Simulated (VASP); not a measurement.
A run of VASP 6.6.1 is set up as follows.

INCAR

```
  ALGO = Normal
  EDIFF = 1E-6
  ENCUT = 520
  GGA = PE
  ISIF = 2
  ISMEAR = 0
  LASPH = T
  LCHARG = T
  LELF = T
  LREAL = F
  LVHAR = T
  LWAVE = F
  NBANDS = 36
  NELM = 60
  PREC = Accurate
  SIGMA = 0.1
```

KPOINTS

```
k-points
0
Gamma
  12 12 2
```

File POSCAR:

```
Si2BiTe5
1.0
    3.9859008792      0.0000000000      0.0000000000
   -1.9929504396      3.4518914184      0.0000000000
    0.0000000000      0.0000000000     16.7855144141
Si Bi Te
2 1 5
Direct
    0.0000000000      0.0000000000      0.7173949260
    0.3333333333      0.6666666667      0.0926515502
    0.0000000000      0.0000000000      0.3376300634
    0.6666666667      0.3333333333      0.6234764035
    0.3333333333      0.6666666667      0.8093958529
    0.0000000000      0.0000000000      0.0041278624
    0.6666666667      0.3333333333      0.1940930023
    0.3333333333      0.6666666667      0.4542303393
```

Potentials or basis: VASP PAW PBE potentials, release 64 (Si, Bi_d, Te).

Command:

```bash
$ cat potpaw_PBE.64/Si/POTCAR potpaw_PBE.64/Bi_d/POTCAR potpaw_PBE.64/Te/POTCAR > POTCAR
$ mpirun -np 1 vasp_std > vasp.out
```

(1) Predict the largest force.

(2) Predict the pressure.

Results:

(1) 0.019 eV/Å.

(2) 0.6 GPa.

Caveat: this functional lacks dispersion, which binds the layers, so the pressure and a relaxed spacing across them are unreliable.
